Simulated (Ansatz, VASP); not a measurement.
**Two plane-wave programs on ScAlN2**

```xyz
4
Lattice="3.6043 0.0000 0.0000 -1.8021 3.1214 0.0000 0.0000 0.0000 5.5760" Properties=species:S:1:pos:R:3 pbc="T T T"
Sc    0.0000    0.0000    0.0000
Al    0.0000    0.0000    2.7880
N     0.0000    2.0809    2.7880
N     1.8021    1.0405    2.7880
```

Alike in both runs: functional PBE; k mesh 6 × 6 × 4; occupations gaussian, width 0.1 eV; no spin polarisation.

Ansatz relaxed the structure, and its values are those at the end. VASP's run is a single point on that final structure, the one shown.

|  | VASP | Ansatz |
| --- | --- | --- |
| version | VASP 6.6.1 | Ansatz 0.2.0 |
| potentials or method | VASP PAW PBE potentials, release 64 (Sc_sv, Al, N), cutoff 520 eV | scalar-relativistic, plane waves, PAW |
| valence electrons in the cell | 24 | 24 |

|  | VASP | Ansatz | Ansatz less VASP |
| --- | --- | --- | --- |
| gap on the k mesh at the Fermi level (eV) | none | none | - |
| pressure (GPa) | -0.2 | -0.1 | +0.08 |

A gap of «none» marks a metal or a gap that the smearing closes.
